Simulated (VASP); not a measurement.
Ta, 3 atoms in the cell. Symmetry: P6/mmm, No. 191, hexagonal system. The conventional cell has a = 4.647 Å, b = 4.647 Å, c = 2.599 Å, α = 90.00°, β = 90.00°, γ = 120.00°. Within 3.4 Å of Ta (site symmetry 6/mmm) lie 14 Ta at 2.60 to 2.98 Å. Within 3.4 Å of Ta (site symmetry -6m2) lie 11 Ta at 2.60 to 2.98 Å. This isn't the form of Ta at room conditions, which is bcc.

- Program: VASP 6.6.1
- Task: single point
- Functional: r2SCAN
- Potentials or basis: VASP PAW PBE potentials, release 64 (Ta_pv)
- Cutoff: 520 eV
- k mesh: 9 × 9 × 13
- Occupations: fermi-dirac, width 0.1 eV
- Spin: no spin polarisation
- Dipole correction: no
- Further INCAR settings: ALGO = Normal; EDIFF = 1e-07; NBANDS = 24

Potentials or basis: VASP PAW PBE potentials, release 64 (Ta_pv).

Launch:

```console
$ cat potpaw_PBE.64/Ta_pv/POTCAR > POTCAR
$ cp INCAR.step1 INCAR
$ mpirun -np 1 vasp_std > vasp.out
$ cp INCAR.step2 INCAR
$ mpirun -np 1 vasp_std > vasp.out
```

Hardware: 1 thread of AMD EPYC 7R13, on a shared host.

Task: How long does it take, and how much memory?

Result: It took 3.9 min on 1 thread of AMD EPYC 7R13, on a shared host, peak memory 0.22 GiB. Counts: k points 84.
